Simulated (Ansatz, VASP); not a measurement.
## One calculation of Be2H3, two programs

```
CELL_PARAMETERS angstrom
2.47473 0.00000 0.00000
-1.23736 2.14318 0.00000
0.00000 0.00000 5.68529
ATOMIC_POSITIONS crystal
Be 0.33333 0.66667 0.19257
Be 0.66667 0.33333 0.80743
H 0.00000 0.00000 0.00000
H 0.33333 0.66667 0.68185
H 0.66667 0.33333 0.31815
```

Alike in both runs: functional PBE; k mesh 18 × 18 × 8; occupations gaussian, width 0.1 eV; no spin polarisation.

Ansatz relaxed the structure, and its values are those at the end. VASP's run is a single point on that final structure, the one shown.

|  | VASP | Ansatz |
| --- | --- | --- |
| version | VASP 6.6.1 | Ansatz 0.2.0 |
| potentials or method | VASP PAW PBE potentials, release 64 (Be, H), cutoff 520 eV | scalar-relativistic, plane waves, PAW |
| valence electrons in the cell | 7 | 7 |

Ansatz gave:

```
gap on the k mesh at the Fermi level (eV) : none
pressure (GPa)                            : 0.0
rms of the force components (eV/Å)        : 0.001
```

**Question.** What did VASP give for the same quantities?

**Answer.** gap on the k mesh at the Fermi level (eV): none; pressure (GPa): -0.1; rms of the force components (eV/Å): 0.003.

A gap of «none» marks a metal or a gap that the smearing closes.
